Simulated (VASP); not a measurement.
A run of VASP 6.6.1 is set up as follows.

File INCAR:

```
SYSTEM = FeO
PREC = Accurate
ENCUT = 520
EDIFF = 1E-7
ISMEAR = -1
SIGMA = 0.05
LREAL = .False.
LASPH = .True.
NELM = 150
ALGO = Normal
ISIF = 2
LWAVE = .False.
LCHARG = .True.
ISPIN = 2
MAGMOM = 6 0
LORBIT = 11
NUPDOWN = 6.0
LMAXMIX = 4
GGA = PS
LELF = .True.
LVHAR = .True.
NBANDS = 18
```

File KPOINTS:

```
regular mesh
0
Gamma
  10 10 10
  0 0 0
```

Contents of POSCAR:

```
FeO
1.0
   -1.6021034130      1.6021034130      2.0833922500
    1.6021034130     -1.6021034130      2.0833922500
    1.6021034130      1.6021034130     -2.0833922500
Fe O
1 1
Direct
    0.0000000000      0.0000000000      0.0000000000
    0.5000000000      0.5000000000      0.0000000000
```

Potentials or basis: VASP PAW PBE potentials, release 64 (Fe, O).

Command:

```bash
$ cat potpaw_PBE.64/Fe/POTCAR potpaw_PBE.64/O/POTCAR > POTCAR
$ mpirun -np 1 vasp_std > vasp.out
```

Task: Estimate the pressure.

Result: 32.5 GPa.

Stress tensor (GPa, compression positive):
```
29.96  0.00  0.00
 0.00 29.96  0.00
 0.00  0.00 37.66
```

Caveat: the cell stands under pressure; the PAW data sets were made with another functional, which shifts forces and pressure a little; the total moment is fixed, so each spin has its own Fermi level; a cell with one magnetic atom can't hold antiferromagnetic order, which such compounds often take.
